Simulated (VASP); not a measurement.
# Al5Ga11As16 (P1) in VASP: notebook, part 2 of 2

VASP 6.6.1. The steps go on from the part before.

## 3. Relaxation of volume and atoms at fixed shape, PBEsol

Input file INCAR:

```
SYSTEM = Al5Ga11As16
PREC = Accurate
ENCUT = 600
EDIFF = 1E-6
ISMEAR = -1
SIGMA = 0.05
LREAL = Auto
LASPH = .TRUE.
NELM = 60
ALGO = Normal
ISIF = 8
LWAVE = .FALSE.
LCHARG = .FALSE.
GGA = PS
IBRION = 2
NSW = 100
EDIFFG = -0.03
ISYM = 0
LUSENCCL = .FALSE.
```

Input file KPOINTS:

```
Automatic mesh
0
Gamma
  1 1 1
  0.25 0.25 0.25
```

Input file POSCAR:

```
Al5Ga11As16
1.0
   11.3284590000      0.0000000000      0.0000000000
    0.0000000000     11.3284590000      0.0000000000
    0.0000000000      0.0000000000     11.3284590000
Ga Al As
22 10 32
Direct
    0.0000180000      0.0033020000      0.9993610000
    0.9985040000      0.0011890000      0.5006100000
    0.9960910000      0.5001930000      0.9995660000
    0.9974890000      0.5055630000      0.5018300000
    0.4992730000      0.9998450000      0.9986500000
    0.5020350000      0.0031360000      0.4995050000
    0.4992280000      0.4965800000      0.0007670000
    0.2521210000      0.2515500000      0.0018960000
    0.2485450000      0.2494890000      0.5022200000
    0.7478120000      0.2498760000      0.0000120000
    0.7513170000      0.7478760000      0.5023830000
    0.2517710000      0.9976590000      0.2496430000
    0.2523650000      0.4998850000      0.2501170000
    0.2478740000      0.4996860000      0.7477710000
    0.7498490000      0.9957980000      0.2507030000
    0.7486100000      0.0055440000      0.7488380000
    0.7493680000      0.5012260000      0.2510450000
    0.7506860000      0.5000580000      0.7484590000
    0.0008150000      0.2516790000      0.2488050000
    0.9992470000      0.2501010000      0.7510150000
    0.4989960000      0.2460540000      0.2507620000
    0.4984620000      0.7474650000      0.2496080000
    0.4973680000      0.4971200000      0.4976390000
    0.2503750000      0.7496260000      0.9989100000
    0.2472670000      0.7495300000      0.4999150000
    0.7508990000      0.2510210000      0.4973210000
    0.7502510000      0.7495870000      0.9994140000
    0.2501790000      0.9992840000      0.7498760000
    0.0026460000      0.7496470000      0.2525800000
    0.0012380000      0.7505470000      0.7506860000
    0.4969050000      0.2495380000      0.7519060000
    0.5003820000      0.7487760000      0.7485550000
    0.1251940000      0.1245870000      0.1267470000
    0.1222330000      0.1285590000      0.6269950000
    0.1238760000      0.6268040000      0.1262970000
    0.1276520000      0.6270020000      0.6246460000
    0.6289310000      0.1267910000      0.1259020000
    0.6260800000      0.1247430000      0.6254820000
    0.6241510000      0.6244670000      0.1239460000
    0.6263820000      0.6245220000      0.6266750000
    0.3719740000      0.3749350000      0.1291770000
    0.3719450000      0.3740520000      0.6267400000
    0.3746930000      0.8726860000      0.1236470000
    0.3760850000      0.8769250000      0.6247090000
    0.8735610000      0.3748340000      0.1233260000
    0.8768810000      0.3766240000      0.6258180000
    0.8740530000      0.8755870000      0.1263580000
    0.8753960000      0.8747240000      0.6277230000
    0.3805150000      0.1212040000      0.3764060000
    0.3718690000      0.1224180000      0.8768870000
    0.3746240000      0.6248610000      0.3746890000
    0.3741120000      0.6234160000      0.8779720000
    0.8747950000      0.1240210000      0.3772880000
    0.8731140000      0.1259940000      0.8755600000
    0.8744040000      0.6276820000      0.3743570000
    0.8754490000      0.6278760000      0.8754960000
    0.1275050000      0.3759990000      0.3738200000
    0.1259100000      0.3733200000      0.8731350000
    0.1246930000      0.8777570000      0.3766860000
    0.1228290000      0.8771360000      0.8767190000
    0.6294800000      0.3745240000      0.3704130000
    0.6247030000      0.3751500000      0.8744710000
    0.6265180000      0.8761530000      0.3713460000
    0.6265600000      0.8748750000      0.8749060000
```

Potentials or basis: VASP PAW PBE potentials, release 64 (Ga_d, Al, As).

On the command line:

```
> cat potpaw_PBE.64/Ga_d/POTCAR potpaw_PBE.64/Al/POTCAR potpaw_PBE.64/As/POTCAR > POTCAR
> mpirun -np 1 vasp_std > vasp.out
```

OUTCAR:

```text
SYSTEM = Al5Ga11As16
   PREC = Accurate
   ENCUT = 600
   EDIFF = 1E-6
   ISMEAR = -1
   LREAL = Auto
   LASPH = .TRUE.
   NELM = 60
   ISIF = 8
   GGA = PS
   IBRION = 2
   NSW = 100
   EDIFFG = -0.03
   ISYM = 0

 ion  position               nearest neighbor table
   1  0.000  0.003  0.999-  60 2.43  54 2.44  33 2.45  47 2.49
   2  0.999  0.001  0.501-  53 2.42  59 2.44  48 2.46  34 2.47
   3  0.996  0.500  1.000-  45 2.43  56 2.44  35 2.49  58 2.51
   4  0.997  0.506  0.502-  55 2.44  46 2.44  36 2.45  57 2.54
   5  0.499  1.000  0.999-  50 2.43  64 2.46  43 2.46  37 2.51
   6  0.502  0.003  0.500-  49 2.37  38 2.43  44 2.47  63 2.48
[... 56 lines left out ...]
  63  0.627  0.876  0.371-  15 2.38  22 2.48   6 2.48  11 2.51
  64  0.627  0.875  0.875-  27 2.44   5 2.46  32 2.48  16 2.48

IMPORTANT INFORMATION: All symmetrisations will be switched off!
NOSYMM: (Re-)initialisation of all symmetry stuff for point group C_1.

----------------------------------------------------------------------------------------

                                     Primitive cell

  volume of cell :    1453.8263

  direct lattice vectors                    reciprocal lattice vectors
    11.328459000  0.000000000  0.000000000     0.088273259  0.000000000  0.000000000
     0.000000000 11.328459000  0.000000000     0.000000000  0.088273259  0.000000000
     0.000000000  0.000000000 11.328459000     0.000000000  0.000000000  0.088273259

  length of vectors
    11.328459000 11.328459000 11.328459000     0.088273259  0.088273259  0.088273259

  position of ions in fractional coordinates (direct lattice)
     0.000018000  0.003302000  0.999361000
     0.998504000  0.001189000  0.500610000
     0.996091000  0.500193000  0.999566000
     0.997489000  0.505563000  0.501830000
     0.499273000  0.999845000  0.998650000
     0.502035000  0.003136000  0.499505000
[... 56 lines left out ...]
     0.626518000  0.876153000  0.371346000
     0.626560000  0.874875000  0.874906000

  ion indices of the primitive-cell ions
   primitive index   ion index
[... 157 lines left out ...]

 Free energy of the ion-electron system (eV)
  ---------------------------------------------------
  ext. energy  EPLUGINS =         0.00000000
  ---------------------------------------------------
  free energy    TOTEN  =      -300.05228103 eV

  energy without entropy =     -300.05227988  energy(sigma->0) =     -300.05228046

------------------------ aborting loop because EDIFF is reached ----------------------------------------

  FORCE on cell =-STRESS in cart. coord.  units (eV):
  Direction    XX          YY          ZZ          XY          YZ          ZX
  --------------------------------------------------------------------------------------
  -------------------------------------------------------------------------------------
  Total        2.5384734      2.4433308      2.5881177     -1.3077338     -1.4146891     -1.1702362
  in kB        2.7975038      2.6926527      2.8522139     -1.4411773     -1.5590465     -1.2896493
  external PRESSURE =       2.7807901 kB  Pullay stress =       0.0000000 kB
[... 275 lines left out ...]
  FREE ENERGIE OF THE ION-ELECTRON SYSTEM (eV)
  ---------------------------------------------------
  free  energy   TOTEN  =      -300.4077554768 eV

  energy  without entropy=     -300.4077542369  energy(sigma->0) =     -300.40775486

[... ionic steps 4 to 8 ...]

--------------------------------------- Ionic step        9  -------------------------------------------

 number of electron     476.0000015 magnetization

------------------------ aborting loop because EDIFF is reached ----------------------------------------
[... 191 lines left out ...]
--------------------------------------- Ionic step       11  -------------------------------------------

 number of electron     476.0000009 magnetization

 Free energy of the ion-electron system (eV)
  ---------------------------------------------------
  ext. energy  EPLUGINS =         0.00000000
  ---------------------------------------------------
  free energy    TOTEN  =      -300.45016812 eV

  energy without entropy =     -300.45016705  energy(sigma->0) =     -300.45016758

 E-fermi :   4.3080     XC(G=0):  -9.5606

 val. band max:        3.5291933050   @ k =   0.2500   0.2500   0.2500
 cond. band min:       5.0515466886   @ k =  -0.2500  -0.2500   0.2500
 fundamental gap:      1.5223533836
 Fermi energy:         4.3079958401

 k-point     1 :       0.2500    0.2500    0.2500
  band No.  band energies     occupation
      1     -10.9938      2.00000
      2     -10.9932      2.00000
      3     -10.9914      2.00000
      4     -10.9874      2.00000
      5     -10.9850      2.00000
      6     -10.9825      2.00000
[... 1001 lines left out ...]
    249       6.0405      0.00000
    250       6.0990      0.00000
 [bands above 250 left out]

------------------------ aborting loop because EDIFF is reached ----------------------------------------

  FORCE on cell =-STRESS in cart. coord.  units (eV):
  Direction    XX          YY          ZZ          XY          YZ          ZX
  --------------------------------------------------------------------------------------
  -------------------------------------------------------------------------------------
  Total        0.0506082     -0.0362770      0.0238351      0.0142184      0.0221893      0.0071562
  in kB        0.0556078     -0.0398609      0.0261898      0.0156231      0.0243815      0.0078632
  external PRESSURE =       0.0139789 kB  Pullay stress =       0.0000000 kB
[... 79 lines left out ...]
  FREE ENERGIE OF THE ION-ELECTRON SYSTEM (eV)
  ---------------------------------------------------
  free  energy   TOTEN  =      -300.4501681180 eV

  energy  without entropy=     -300.4501670464  energy(sigma->0) =     -300.45016758

 reached required accuracy - stopping structural energy minimisation
```

OSZICAR:

```text
N       E                     dE             d eps       ncg     rms          rms(c)
DAV:   1     0.602916423739E+04    0.60292E+04   -0.19492E+05  2320   0.229E+03
DAV:   2     0.127564771722E+04   -0.47535E+04   -0.46062E+04  2280   0.659E+02
DAV:   3    -0.129568870013E+03   -0.14052E+04   -0.13062E+04  2891   0.235E+02
[... 111 lines left out ...]
DAV:   3    -0.300450170578E+03   -0.51828E-04   -0.10355E-03  3160   0.171E-01    0.319E-02
DAV:   4    -0.300450163599E+03    0.69791E-05   -0.14052E-04  2968   0.158E-01    0.175E-02
DAV:   5    -0.300450167656E+03   -0.40566E-05   -0.91120E-05  3440   0.427E-02    0.548E-03
DAV:   6    -0.300450168188E+03   -0.53198E-06   -0.11753E-05  2472   0.220E-02    0.381E-03
DAV:   7    -0.300450168118E+03    0.69911E-07   -0.18002E-06  1488   0.142E-02
  11 F= -.30045017E+03 E0= -.30045017E+03  d E =-.269601E-02
```

CONTCAR:

```text
Al5Ga11As16
    1.000000000000000
    11.3396189615291227    0.0000000000000000    0.0000000000000000
     0.0000000000000000   11.3396189615291227    0.0000000000000000
     0.0000000000000000    0.0000000000000000   11.3396189615291227
  Ga              Al              As
    22    10    32
Direct
     0.9997670876837329    0.0017219847880672    0.0009139714754311
     0.9993535544046972    0.0009683489594016    0.5002340413377062
     0.9995225274777367    0.4997843086788011    0.0002013756002837
     0.0001376370364790    0.5009759346877718    0.5003553184964664
     0.5000677770454133    0.9995372243074779    0.0003487930420584
     0.5011191125684511    0.9998412943093090    0.5000158791972225
[... 56 lines left out ...]
     0.6252401678865260    0.8744620568303163    0.3748971124725243
     0.6247848096671892    0.8751481789871449    0.8745058125546935

  0.00000000E+00  0.00000000E+00  0.00000000E+00
  0.00000000E+00  0.00000000E+00  0.00000000E+00
  0.00000000E+00  0.00000000E+00  0.00000000E+00
  0.00000000E+00  0.00000000E+00  0.00000000E+00
  0.00000000E+00  0.00000000E+00  0.00000000E+00
  0.00000000E+00  0.00000000E+00  0.00000000E+00
[... 56 lines left out ...]
  0.00000000E+00  0.00000000E+00  0.00000000E+00
  0.00000000E+00  0.00000000E+00  0.00000000E+00
```

Run time: 30 min. Hardware: 1 × NVIDIA H100 80GB with 1 thread of AMD EPYC 7R13 (Zen 3), shared host; peak memory 2.9 GiB.

What came out:

* Free energy: -300.4502 eV
* Relaxed volume: 22.78 Å³/atom
* Relaxed cell: a = 11.340 Å, b = 11.340 Å, c = 11.340 Å, α = 90.00°, β = 90.00°, γ = 90.00°
* Space group after relaxing (to 0.1 Å): P1 (No. 1)
* Energy gained by relaxing: 6.2 meV/atom
* Ionic steps: 11
* Pressure after relaxing: 0.0 GPa
* Largest force after relaxing: 0.030 eV/Å
* Band gap on the k mesh: 1.52 eV

Forces on the atoms (eV/Å):
```
Ga  -0.008 -0.018 -0.022
Ga   0.013 -0.014 -0.002
Ga   0.014 -0.003 -0.002
Ga   0.003 -0.013  0.008
Ga   0.002  0.013  0.018
Ga  -0.016  0.003 -0.002
Ga   0.010  0.004  0.002
Ga   0.006  0.016 -0.008
Ga   0.007 -0.004  0.011
Ga   0.007 -0.010 -0.009
Ga   0.005  0.015 -0.015
Ga  -0.012 -0.001  0.014
Ga   0.017  0.001 -0.013
Ga  -0.005  0.002  0.001
Ga  -0.021  0.002  0.001
Ga   0.010  0.001 -0.007
Ga  -0.009 -0.010  0.009
Ga   0.007 -0.012  0.016
Ga  -0.013 -0.005 -0.002
Ga   0.003 -0.014 -0.008
Ga  -0.004  0.020 -0.009
Ga  -0.002  0.007  0.004
Al  -0.006  0.013 -0.007
Al  -0.008  0.001  0.001
Al  -0.018 -0.012 -0.001
Al  -0.008 -0.009  0.005
Al   0.004 -0.009  0.008
Al  -0.008 -0.004 -0.001
Al  -0.002 -0.005 -0.002
Al   0.004 -0.006 -0.006
Al   0.016  0.012 -0.001
Al  -0.005  0.014 -0.004
As   0.006 -0.010 -0.020
As  -0.010 -0.007  0.000
As  -0.002  0.006  0.004
As  -0.004  0.001 -0.001
As  -0.009  0.016 -0.011
As   0.000 -0.012  0.011
As   0.001  0.002  0.017
As   0.011 -0.004 -0.005
As   0.004  0.009 -0.006
As   0.015  0.006  0.009
As   0.006  0.010  0.003
As  -0.023  0.005 -0.011
As  -0.016  0.002 -0.004
As  -0.001 -0.013  0.006
As   0.008  0.000  0.000
As   0.022 -0.004 -0.002
As   0.004  0.007 -0.011
As   0.010  0.005 -0.010
As   0.000  0.008 -0.004
As  -0.008  0.005  0.011
As   0.002 -0.008  0.017
As   0.006 -0.006  0.001
As   0.002 -0.005 -0.007
As   0.008  0.011 -0.004
As  -0.006  0.011  0.012
As  -0.003 -0.006 -0.003
As  -0.007 -0.010  0.001
As  -0.010 -0.012 -0.008
As  -0.004  0.003  0.004
As   0.006 -0.007  0.012
As   0.002  0.007 -0.002
As   0.007  0.016  0.024
```

Step by step:
```tsv
step	energy change (eV)	largest force (eV/Å)	pressure (GPa)	volume (Å³)
1	0.0000	0.9570	0.28	1453.83
2	-0.3437	0.2810	-0.19	1462.14
3	-0.3555	0.2188	-0.28	1464.00
4	-0.3771	0.0958	0.12	1455.71
5	-0.3774	0.0923	0.17	1454.57
6	-0.3865	0.0612	0.04	1457.27
7	-0.3883	0.0774	-0.04	1459.11
8	-0.3929	0.0425	-0.02	1458.73
9	-0.3951	0.0489	0.00	1458.34
10	-0.3952	0.0510	0.00	1458.24
11	-0.3979	0.0295	0.00	1458.13
```

Final structure:
```
Ga Al As
1.0
    11.33962    0.00000    0.00000
     0.00000   11.33962    0.00000
     0.00000    0.00000   11.33962
Ga Al As
22 10 32
Direct
  0.99977 0.00172 0.00091
  0.99935 0.00097 0.50023
  0.99952 0.49978 0.00020
  0.00014 0.50098 0.50036
  0.50007 0.99954 0.00035
  0.50112 0.99984 0.50002
  0.49946 0.49917 0.00054
  0.24963 0.25007 0.00097
  0.24890 0.24979 0.49968
  0.74931 0.25060 0.00064
  0.74962 0.74986 0.50074
  0.25083 0.00016 0.25011
  0.24978 0.49975 0.25017
  0.24946 0.49958 0.74988
  0.75062 0.99971 0.25023
  0.74963 0.00089 0.75014
  0.75004 0.50064 0.24971
  0.75001 0.50019 0.75011
  0.00021 0.25050 0.25031
  0.99978 0.25111 0.75058
  0.50014 0.24885 0.25019
  0.50011 0.74947 0.25009
  0.49983 0.49914 0.49951
  0.24973 0.74948 0.00002
  0.25081 0.75092 0.49999
  0.75050 0.25062 0.49968
  0.74977 0.75065 0.99980
  0.24999 0.00029 0.75037
  0.00036 0.75073 0.25057
  0.99963 0.75047 0.75058
  0.49885 0.24957 0.75055
  0.50018 0.74940 0.75013
  0.12521 0.12562 0.12609
  0.12439 0.12561 0.62554
  0.12467 0.62464 0.12534
  0.12532 0.62591 0.62523
  0.62517 0.12423 0.12531
  0.62508 0.12589 0.62489
  0.62471 0.62510 0.12454
  0.62471 0.62448 0.62496
  0.37488 0.37427 0.12587
  0.37403 0.37445 0.62476
  0.37521 0.87438 0.12522
  0.37589 0.87533 0.62547
  0.87505 0.37501 0.12532
  0.87531 0.37582 0.62517
  0.87519 0.87522 0.12496
  0.87430 0.87553 0.62518
  0.37512 0.12478 0.37575
  0.37448 0.12491 0.87637
  0.37488 0.62494 0.37498
  0.37490 0.62428 0.87497
  0.87512 0.12540 0.37466
  0.87459 0.12603 0.87536
  0.87474 0.62563 0.37539
  0.87462 0.62489 0.87523
  0.12469 0.37535 0.37522
  0.12504 0.37514 0.87570
  0.12522 0.87605 0.37564
  0.12460 0.87580 0.87583
  0.62523 0.37479 0.37414
  0.62463 0.37514 0.87486
  0.62524 0.87446 0.37490
  0.62478 0.87515 0.87451
```

Levels at points of the mesh, in eV from the valence-band top:
| k point | band 234 | band 235 | band 236 | band 237 | band 238 | band 239 | band 240 | band 241 | band 242 | band 243 |
| --- | --- | --- | --- | --- | --- | --- | --- | --- | --- | --- |
| (0.25, 0.25, 0.25) | -0.45 | -0.43 | -0.42 | 0.00 | 0.00 | 1.52 | 1.81 | 1.83 | 1.92 | 2.03 |

Caveat: the PAW data sets were made with another functional, which shifts forces and pressure a little; a shifted mesh leaves out Γ, where band edges can lie.
